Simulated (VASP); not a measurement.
Set up this calculation in VASP 6.6.1, as the native input.

- Task: single point
- Functional: PBE
- Potentials or basis: VASP PAW PBE potentials, release 64 (Co)
- Cutoff: 600 eV
- k mesh: 8 × 8 × 8
- Occupations: fermi-dirac, width 0.05 eV
- Spin: collinear spin, ferromagnetic start
- Starting moments: [1.729, 1.729, 1.788, 1.788, 1.788, 1.788, 1.788, 1.788] μB
- Dipole correction: no
- Further INCAR settings: ALGO = Normal; EDIFF = 1e-06; NBANDS = 50

The structure of Co lies in POSCAR:

```
Co
1.0
    4.4669254338      0.0000000000      0.0000000000
    0.0000000000      4.4669254338      0.0000000000
    0.0000000000      0.0000000000      4.4669254338
Co
8
Direct
    0.0000000000      1.0000000000      0.0000000000
    0.5000000000      0.5000000000      0.5000000000
    0.2500000000      0.0000000000      0.5000000000
    0.7500000000      0.0000000000      0.5000000000
    0.5000000000      0.2500000000      1.0000000000
    0.5000000000      0.7500000000      0.0000000000
    1.0000000000      0.5000000000      0.2500000000
    1.0000000000      0.5000000000      0.7500000000
```

These files were run (other wordings do the same):

INCAR

```
SYSTEM = Co
ALGO     = Normal         ! electronic algorithm
EDIFF    = 1E-6           ! SCF threshold, eV
ENCUT    = 600            ! plane-wave cutoff, eV
GGA      = PE             ! functional
GGA_COMPAT= .False.      
ISIF     = 2              ! what is computed and relaxed
ISMEAR   = -1             ! smearing method
ISPIN    = 2              ! spin polarisation
LASPH    = .True.         ! aspherical terms in the spheres
LCHARG   = .False.        ! write CHGCAR
LMAXMIX  = 4              ! l up to which the mixer works
LORBIT   = 11             ! projections on sites
LREAL    = .False.        ! projectors in reciprocal space
LWAVE    = .False.        ! write WAVECAR
MAGMOM   = 1.729 1.729 1.788 1.788 1.788 1.788 1.788 1.788 ! initial moments
NBANDS   = 50             ! bands
NELM     = 200            ! most SCF steps
PREC     = Accurate       ! precision mode
SIGMA    = 0.05           ! smearing width, eV
```

KPOINTS

```
k-points
0
Gamma
  8 8 8
  0 0 0
```

Potentials or basis: VASP PAW PBE potentials, release 64 (Co).

Launch:

```sh
$ cat potpaw_PBE.64/Co/POTCAR > POTCAR
$ mpirun -np 1 vasp_std > vasp.out
```

Results of the run:

```
Pressure                                              : -1.1 GPa
Net moment                                            : 13.47 μB per cell
Site moments                                          : Co +1.66, +1.72 (each value once) μB
Valence electrons inside the program's atomic spheres : Co 8.26, 8.24 (each value once)
```

It took 2.8 min on 1 thread of Intel(R) Xeon(R) 6975P-C (Granite Rapids), on a shared host, peak memory 0.39 GiB.
